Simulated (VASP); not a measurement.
Te, 2 atoms in the cell. It takes space group P4/nmm (No. 129, tetragonal). The conventional cell has a = 4.049 Å, b = 4.049 Å, c = 5.963 Å, α = 90.00°, β = 90.00°, γ = 90.00°. Te (site symmetry 4mm) has 12 Te at 3.85 to 4.44 Å within 5.1 Å. 

```yaml
Program: VASP 6.6.1
Task: single point
Functional: LDA
Potentials_or_basis: VASP PAW LDA potentials, release 64 (Te)
Cutoff: 520 eV
k_mesh: 6 × 6 × 4
Occupations: fermi-dirac, width 0.15 eV
Spin: no spin polarisation
Dipole_correction: no
Further_INCAR_settings: ALGO = Normal; EDIFF = 1e-07; NBANDS = 13
```

Potentials or basis: VASP PAW LDA potentials, release 64 (Te).

Launch:

```sh
$ cat potpaw_LDA.64/Te/POTCAR > POTCAR
$ mpirun -np 1 vasp_std > vasp.out
```

Hardware: 1 thread of AMD EPYC 7R43 64-Core Processor (Zen 3), with other jobs on the host.

How long does it take, and how much memory?

Run time: 39 s on 1 thread of AMD EPYC 7R43 64-Core Processor (Zen 3) (shared host), peak memory 0.14 GiB. Counts: scf iterations 11, k points 30.
